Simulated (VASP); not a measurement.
# Mo (Fm-3m) in VASP: notebook

Mo is run at these levels: PBE; tasks: single point.

Program: VASP 6.6.1. These are calculated values, not measurements. Logs are shortened: lines on timing, memory, paths and dates and some standing lists are left out, and cuts for length are marked.

## (1) The cell of the first run

Symmetry: Fm-3m, No. 225, cubic system. Conventional cell: a = 3.962 Å, b = 3.962 Å, c = 3.962 Å, α = 90.00°, β = 90.00°, γ = 90.00°. Mo (site symmetry m-3m) has 12 Mo at 2.80 Å within 3.7 Å.

## (2) Single point, PBE

INCAR reads:

```
PREC = Accurate ; ENCUT = 520
EDIFF = 1E-6 ; ISMEAR = -1
SIGMA = 0.15 ; LREAL = False
LASPH = True ; NELM = 60
ALGO = Normal ; ISIF = 2
LWAVE = False ; LCHARG = True
GGA = PE ; LELF = True
LVHAR = True ; NBANDS = 13
```

KPOINTS reads:

```
Automatic mesh
0
Gamma
  10 10 10
```

POSCAR reads:

```
Mo
1.0
    0.0000000000      1.9808408586      1.9808408586
    1.9808408586      0.0000000000      1.9808408586
    1.9808408586      1.9808408586      0.0000000000
Mo
1
Direct
    0.0000000000      0.0000000000      0.0000000000
```

Potentials or basis: VASP PAW PBE potentials, release 64 (Mo_sv).

The run is started by

```
$ cat potpaw_PBE.64/Mo_sv/POTCAR > POTCAR
$ mpirun -np 1 vasp_std > vasp.out
```

OUTCAR:

```text
PREC = Accurate
   ENCUT = 520
   EDIFF = 1E-6
   ISMEAR = -1
   LREAL = False
   LASPH = True
   NELM = 60
   ISIF = 2
   GGA = PE

 ion  position               nearest neighbor table
   1  0.000  0.000  0.000-

  LATTYP: Found a face centered cubic cell.
 ALAT       =     3.9616817172

  Lattice vectors:

 A1 = (   0.0000000000,   1.9808408586,   1.9808408586)
 A2 = (   1.9808408586,   0.0000000000,   1.9808408586)
 A3 = (   1.9808408586,   1.9808408586,   0.0000000000)

Analysis of symmetry for initial positions (statically):
=====================================================================
 Subroutine PRICEL returns:
 Original cell was already a primitive cell.

 Routine SETGRP: Setting up the symmetry group for a
 face centered cubic supercell.

 Subroutine GETGRP returns: Found 48 space group operations
 (whereof 48 operations were pure point group operations)
 out of a pool of 48 trial point group operations.

The static configuration has the point symmetry O_h .

Analysis of symmetry for dynamics (positions and initial velocities):
=====================================================================
 Subroutine PRICEL returns:
 Original cell was already a primitive cell.

 Routine SETGRP: Setting up the symmetry group for a
 face centered cubic supercell.

 Subroutine GETGRP returns: Found 48 space group operations
 (whereof 48 operations were pure point group operations)
 out of a pool of 48 trial point group operations.

The dynamic configuration has the point symmetry O_h .

 Subroutine INISYM returns: Found 48 space group operations
 (whereof 48 operations are pure point group operations),
 and found     1 'primitive' translations

----------------------------------------------------------------------------------------

                                     Primitive cell

  volume of cell :      15.5446

  direct lattice vectors                    reciprocal lattice vectors
     0.000000000  1.980840859  1.980840859    -0.252418057  0.252418057  0.252418057
     1.980840859  0.000000000  1.980840859     0.252418057 -0.252418057  0.252418057
     1.980840859  1.980840859  0.000000000     0.252418057  0.252418057 -0.252418057

  length of vectors
     2.801332007  2.801332007  2.801332007     0.437200899  0.437200899  0.437200899

[... 76 lines left out ...]
   ENCUT  =  520.0 eV  38.22 Ry    6.18 a.u.   5.21  5.21  5.21*2*pi/ulx,y,z
   NELM   =     60;   NELMIN=  2; NELMDL= -5     # of ELM steps
   EDIFF  = 0.1E-05   stopping-criterion for ELM
   LREAL  =      F    real-space projection
   EDIFFG = 0.1E-04   stopping-criterion for IOM
   NSW    =      0    number of steps for IOM
   IBRION =     -1    ionic relax: 0-MD 1-quasi-New 2-CG
   NFREE  =      0    steps in history (QN), initial steepest desc. (CG)
   ISIF   =      2    stress and relaxation
   ISYM   =      2    0-nonsym 1-usesym 2-fastsym
   POTIM  = 0.5000    time-step for ionic-motion
   TEBEG  =    0.0;   TEEND  =   0.0 temperature during run
   PSTRESS=    0.0 pullay stress
   NELECT =      14.0000    total number of electrons
   NUPDOWN=      -1.0000    fix difference up-down
   EMIN   =  10.00;   EMAX   =-10.00  energy-range for DOS
   EFERMI =   0.00;   METHOD = LEGACY
   ISMEAR =    -1;   SIGMA  =   0.15  broadening in eV -4-tet -1-fermi 0-gaus
   EFERMI_NEDOS =   21; number of points for ismear=-14 and -15
   IALGO  =     38    algorithm
   IMIX   =      4    mixing-type and parameters
     AMIX     =   0.40;   BMIX     =  1.00
     AMIX_MAG =   1.60;   BMIX_MAG =  1.00
  volume/ion in A,a.u.               =      15.54       104.90
  Fermi-wavevector in a.u.,A,eV,Ry     =   1.580974  2.987607 34.007452  2.499477
  Thomas-Fermi vector in A             =   2.681120
   LORBIT       =      0    0 simple, 1 ext, 2 COOP (PROOUT), +10 PAW based schemes
   GGA     = PE    functional components
   LHFCALC =     F    Hartree Fock is set to
   AEXX    =    0.0000 exact exchange contribution
   IVDW    =     0    specifies the selected vdW correction
   LEPSILON=     F    determine dielectric tensor
   LRPA    =     F    only Hartree local field effects (RPA)
 non-spin polarized calculation
  energy-cutoff  :      520.00
  volume of cell :       15.54
 maximum number of plane-waves:       444
 NGX is ok and might be reduce to    24
   NGX = 11   NGY = 11   NGZ = 11

 number of electron      13.9999999 magnetization

 Free energy of the ion-electron system (eV)
  ---------------------------------------------------
  ext. energy  EPLUGINS =         0.00000000
  ---------------------------------------------------
  free energy    TOTEN  =       -10.54905808 eV

  energy without entropy =      -10.46083942  energy(sigma->0) =      -10.50494875

 E-fermi :  12.3109     XC(G=0): -13.4013

 val. band max:       12.2528024823   @ k =  -0.4000   0.2000   0.1000
 cond. band min:      12.3316638967   @ k =  -0.4000   0.4000   0.1000
 fundamental gap:      0.0788614143
 Fermi energy:        12.3109241897

 k-point     1 :       0.0000    0.0000    0.0000
  band No.  band energies     occupation
      1     -48.4294      2.00000
      2     -21.7065      2.00000
      3     -21.7065      2.00000
      4     -21.7065      2.00000
      5       5.4364      2.00000
      6      11.5063      1.99068
      7      11.5063      1.99068
      8      11.5063      1.99068
      9      14.3046      0.00000
     10      14.3046      0.00000
     11      25.3694      0.00000
     12      30.7764      0.00000
     13      30.7764      0.00000
[... 354 lines left out ...]
  band No.  band energies     occupation
      1     -48.1588      2.00000
      2     -22.8000      2.00000
      3     -22.1482      2.00000
      4     -22.1006      2.00000
      5       7.9607      2.00000
      6       8.5839      2.00000
      7      12.8834      0.04307
      8      14.5589      0.00000
      9      16.2874      0.00000
     10      16.3262      0.00000
     11      26.8681      0.00000
     12      28.2986      0.00000
     13      29.2997      0.00000

 [... further k-points ...]
[... 5 lines left out ...]
  --------------------------------------------------------------------------------------
  -------------------------------------------------------------------------------------
  Total        0.8270055      0.8270055      0.8270055      0.0000000      0.0000000      0.0000000
  in kB       85.2393643     85.2393643     85.2393643      0.0000000      0.0000000      0.0000000
  external PRESSURE =      85.2393643 kB  Pullay stress =       0.0000000 kB

 VOLUME and BASIS-vectors are now :
 -----------------------------------------------------------------------------
  energy-cutoff  :      520.00
  volume of cell :       15.54
      direct lattice vectors                 reciprocal lattice vectors
     0.000000000  1.980840859  1.980840859    -0.252418057  0.252418057  0.252418057
     1.980840859  0.000000000  1.980840859     0.252418057 -0.252418057  0.252418057
     1.980840859  1.980840859  0.000000000     0.252418057  0.252418057 -0.252418057

 POSITION                                       TOTAL-FORCE (eV/Angst)
 -----------------------------------------------------------------------------------
      0.00000      0.00000      0.00000        -0.000000     -0.000000     -0.000000
 -----------------------------------------------------------------------------------
    total drift:                                0.000000      0.000000     -0.000000

  FREE ENERGIE OF THE ION-ELECTRON SYSTEM (eV)
  ---------------------------------------------------
  free  energy   TOTEN  =       -10.5490580765 eV

  energy  without entropy=      -10.4608394176  energy(sigma->0) =      -10.50494875
```

It took 9.8 s on 1 thread of Intel Xeon 8259CL, shared host; peak memory 0.14 GiB.

What came out:

```yaml
Free_energy: -10.5491 eV
Pressure: 8.5 GPa
Band_gap_on_the_k_mesh: zero (band 7 reaches 16.42 eV, above the bottom of band 8 at 11.51 eV)
```

Levels at points of the mesh, in eV from the Fermi level:
```csv
k point,band 5,band 6,band 7,band 8,band 9,band 10
"(0.00, 0.00, 0.00)",-6.87,-0.80,-0.80,-0.80,1.99,1.99
"(0.50, 0.00, 0.00)",-4.80,-1.00,-1.00,1.61,4.15,4.15
"(0.50, 0.50, 0.00)",-5.21,-4.51,4.11,4.16,4.77,4.77
```

## (3) Single point, PBE

This run uses another cell than the first one, of 15.95 Å³/atom, 1.026 times its volume.

INCAR reads:

```
  PREC = Accurate
  ENCUT = 520
  EDIFF = 1E-7
  ISMEAR = -1
  SIGMA = 0.15
  LREAL = F
  LASPH = T
  NELM = 80
  ALGO = Normal
  ISIF = 2
  LWAVE = F
  LCHARG = T
  GGA = PE
  LELF = T
  LVHAR = T
  NBANDS = 13
```

KPOINTS is that of step 2.

POSCAR reads:

```
Mo
1.0
    0.0000000000      1.9980664263      1.9980664263
    1.9980664263      0.0000000000      1.9980664263
    1.9980664263      1.9980664263      0.0000000000
Mo
1
Direct
    0.0000000000      0.0000000000      0.0000000000
```

Potentials or basis: VASP PAW PBE potentials, release 64 (Mo_sv).

The run is started by

```
$ cat potpaw_PBE.64/Mo_sv/POTCAR > POTCAR
$ mpirun -np 1 vasp_std > vasp.out
```

OUTCAR:

```text
PREC = Accurate
   ENCUT = 520
   EDIFF = 1E-7
   ISMEAR = -1
   LREAL = F
   LASPH = T
   NELM = 80
   ISIF = 2
   GGA = PE

 ion  position               nearest neighbor table
   1  0.000  0.000  0.000-

  LATTYP: Found a face centered cubic cell.
 ALAT       =     3.9961328526

  Lattice vectors:

 A1 = (   0.0000000000,   1.9980664263,   1.9980664263)
 A2 = (   1.9980664263,   0.0000000000,   1.9980664263)
 A3 = (   1.9980664263,   1.9980664263,   0.0000000000)

Analysis of symmetry for initial positions (statically):
[... 552 lines left out ...]
      5       7.6824      2.00000
      6       8.3142      2.00000
      7      12.4252      0.06142
      8      14.0847      0.00000
      9      15.7391      0.00000
     10      15.7788      0.00000
     11      26.1605      0.00000
     12      27.5834      0.00000
     13      28.5636      0.00000

 [... further k-points ...]
[... 5 lines left out ...]
  --------------------------------------------------------------------------------------
  -------------------------------------------------------------------------------------
  Total        0.1811805      0.1811805      0.1811805      0.0000000     -0.0000000      0.0000000
  in kB       18.1954291     18.1954291     18.1954291      0.0000000     -0.0000000      0.0000000
  external PRESSURE =      18.1954291 kB  Pullay stress =       0.0000000 kB

 VOLUME and BASIS-vectors are now :
 -----------------------------------------------------------------------------
  energy-cutoff  :      520.00
  volume of cell :       15.95
      direct lattice vectors                 reciprocal lattice vectors
     0.000000000  1.998066426  1.998066426    -0.250241931  0.250241931  0.250241931
     1.998066426  0.000000000  1.998066426     0.250241931 -0.250241931  0.250241931
     1.998066426  1.998066426  0.000000000     0.250241931  0.250241931 -0.250241931

 POSITION                                       TOTAL-FORCE (eV/Angst)
 -----------------------------------------------------------------------------------
      0.00000      0.00000      0.00000         0.000000      0.000000      0.000000
 -----------------------------------------------------------------------------------
    total drift:                               -0.000000      0.000000     -0.000000

  FREE ENERGIE OF THE ION-ELECTRON SYSTEM (eV)
  ---------------------------------------------------
  free  energy   TOTEN  =       -10.5622603902 eV

  energy  without entropy=      -10.4704128910  energy(sigma->0) =      -10.51633664
```

Run time: 9.3 s. Hardware: 1 thread of Intel Xeon 8259CL, shared host; peak memory 0.14 GiB.

What came out:

* Free energy: -10.5623 eV
* Pressure: 1.8 GPa
* Band gap on the k mesh: zero (band 7 reaches 15.87 eV, above the bottom of band 8 at 11.14 eV)

## (4) Single point, PBE

This run uses another cell than the first one, of 16.36 Å³/atom, 1.053 times its volume.

INCAR reads:

```
SYSTEM = Mo
ALGO = Normal
EDIFF = 1E-6
ENCUT = 520
GGA = PE
ISIF = 2
ISMEAR = -1
LASPH = .TRUE.
LCHARG = .TRUE.
LELF = .TRUE.
LREAL = .FALSE.
LVHAR = .TRUE.
LWAVE = .FALSE.
NBANDS = 13
NELM = 60
PREC = Accurate
SIGMA = 0.15
```

KPOINTS reads:

```
k-points
0
G
  10 10 10
  0 0 0
```

POSCAR reads:

```
Mo
1.0
    0.0000000000      2.0150000000      2.0150000000
    2.0150000000      0.0000000000      2.0150000000
    2.0150000000      2.0150000000      0.0000000000
Mo
1
Direct
    0.0000000000      0.0000000000      0.0000000000
```

The run is started by

```
$ cat potpaw_PBE.64/Mo_sv/POTCAR > POTCAR
$ mpirun -np 1 vasp_std > vasp.out
```

Wall time 9.9 s (1 thread of Intel Xeon 8259CL, shared host); peak memory 0.14 GiB.

It converged, with:

```
Free energy            : -10.5594 eV
Pressure               : -4.0 GPa
Band gap on the k mesh : zero (band 7 reaches 15.34 eV, above the bottom of band 8 at 10.79 eV)
```

Levels at points of the mesh, in eV from the Fermi level:
| k point | band 3 | band 4 | band 5 | band 6 | band 7 | band 8 | band 9 | band 10 | band 11 | band 12 |
| --- | --- | --- | --- | --- | --- | --- | --- | --- | --- | --- |
| (0.00, 0.00, 0.00) | -34.15 | -34.15 | -6.73 | -0.73 | -0.73 | -0.73 | 1.86 | 1.86 | 13.03 | 18.18 |
| (0.50, 0.00, 0.00) | -34.31 | -34.31 | -4.55 | -0.91 | -0.91 | 1.43 | 3.86 | 3.86 | 10.74 | 12.71 |
| (0.50, 0.50, 0.00) | -34.59 | -34.59 | -4.87 | -4.20 | 3.82 | 3.85 | 4.43 | 4.43 | 12.25 | 12.25 |

## (5) Single point, PBE

This run uses another cell than the first one, of 16.77 Å³/atom, 1.079 times its volume.

INCAR reads:

```
PREC = Accurate
ENCUT = 520
EDIFF = 1E-6
ISMEAR = -1
SIGMA = 0.15
LREAL = F
LASPH = T
NELM = 60
ALGO = Normal
ISIF = 2
LWAVE = F
LCHARG = F
GGA = PE
NBANDS = 13
```

KPOINTS reads:

```
regular mesh
0
Gamma
  10 10 10
```

POSCAR reads:

```
Mo
1.0
    0.0000000000      2.0316536478      2.0316536478
    2.0316536478      0.0000000000      2.0316536478
    2.0316536478      2.0316536478      0.0000000000
Mo
1
Direct
    0.0000000000      0.0000000000      0.0000000000
```

The run is started by

```
$ cat potpaw_PBE.64/Mo_sv/POTCAR > POTCAR
$ mpirun -np 1 vasp_std > vasp.out
```

Wall time 10 s (1 thread of Intel Xeon 8259CL, shared host); peak memory 0.14 GiB.

The run converged. Its results:

| Property | Result |
| --- | --- |
| Free energy | -10.5425 eV |
| Pressure | -9.2 GPa |
| Band gap on the k mesh | zero (band 7 reaches 14.84 eV, above the bottom of band 8 at 10.45 eV) |

Levels at points of the mesh, in eV from the Fermi level:
| k point | band 4 | band 5 | band 6 | band 7 | band 8 | band 9 | band 10 | band 11 |
| --- | --- | --- | --- | --- | --- | --- | --- | --- |
| (0.00, 0.00, 0.00) | -34.21 | -6.65 | -0.70 | -0.70 | -0.70 | 1.80 | 1.80 | 13.01 |
| (0.50, 0.00, 0.00) | -34.36 | -4.44 | -0.87 | -0.87 | 1.35 | 3.72 | 3.72 | 10.39 |
| (0.50, 0.50, 0.00) | -34.62 | -4.71 | -4.06 | 3.69 | 3.71 | 4.27 | 4.27 | 12.05 |

## (6) Single point, PBE

This run uses another cell than the first one, of 17.18 Å³/atom, 1.105 times its volume.

INCAR reads:

```
ALGO     = Normal         # electronic algorithm
EDIFF    = 1E-6           # SCF threshold, eV
ENCUT    = 520            # plane-wave cutoff, eV
GGA      = PE             # functional
ISIF     = 2              # what is computed and relaxed
ISMEAR   = -1             # smearing method
LASPH    = T              # aspherical terms in the spheres
LCHARG   = F              # write CHGCAR
LREAL    = F              # projectors in reciprocal space
LWAVE    = F              # write WAVECAR
NBANDS   = 13             # bands
NELM     = 100            # most SCF steps
PREC     = Accurate       # precision mode
SIGMA    = 0.15           # smearing width, eV
```

KPOINTS reads:

```
k-points
0
Gamma
  10 10 10
```

POSCAR reads:

```
Mo
1.0
    0.0000000000      2.0480386590      2.0480386590
    2.0480386590      0.0000000000      2.0480386590
    2.0480386590      2.0480386590      0.0000000000
Mo
1
Direct
    0.0000000000      0.0000000000      0.0000000000
```

Potentials or basis: VASP PAW PBE potentials, release 64 (Mo_sv).

The run is started by

```
$ cat potpaw_PBE.64/Mo_sv/POTCAR > POTCAR
$ mpirun -np 1 vasp_std > vasp.out
```

Run time: 11 s. Hardware: 1 thread of Intel Xeon 8259CL, shared host; peak memory 0.14 GiB.

The run converged. Its results:

```
Free energy            : -10.5133 eV
Pressure               : -13.7 GPa
Band gap on the k mesh : zero (band 7 reaches 14.36 eV, above the bottom of band 8 at 10.13 eV)
```

Levels at points of the mesh, in eV from the Fermi level:
```
           k point  band 5  band 6  band 7  band 8  band 9  band 10
(0.00, 0.00, 0.00)   -6.57   -0.67   -0.67   -0.67    1.75     1.75
(0.50, 0.00, 0.00)   -4.33   -0.83   -0.83    1.28    3.60     3.60
(0.50, 0.50, 0.00)   -4.56   -3.92    3.56    3.59    4.12     4.12
```

## (7) Summary

| cell | gap on the mesh (eV) | pressure (GPa) |
| --- | --- | --- |
| a = 2.801 Å, angles 60.0°, 1 atom | none | 8.5 |
| a = 2.826 Å, angles 60.0°, 1 atom | none | 1.8 |
| a = 2.850 Å, angles 60.0°, 1 atom | none | -4.0 |
| a = 2.873 Å, angles 60.0°, 1 atom | none | -9.2 |
| a = 2.896 Å, angles 60.0°, 1 atom | none | -13.7 |

Alike in all rows: task single point; level PBE; potentials or basis VASP PAW PBE potentials, release 64 (Mo_sv); no spin polarisation; k mesh 10 × 10 × 10; cutoff (eV) 520; smearing fermi-dirac 0.15 eV.

Total energies depend on the potentials used, so only differences within one code and one set of settings carry meaning.
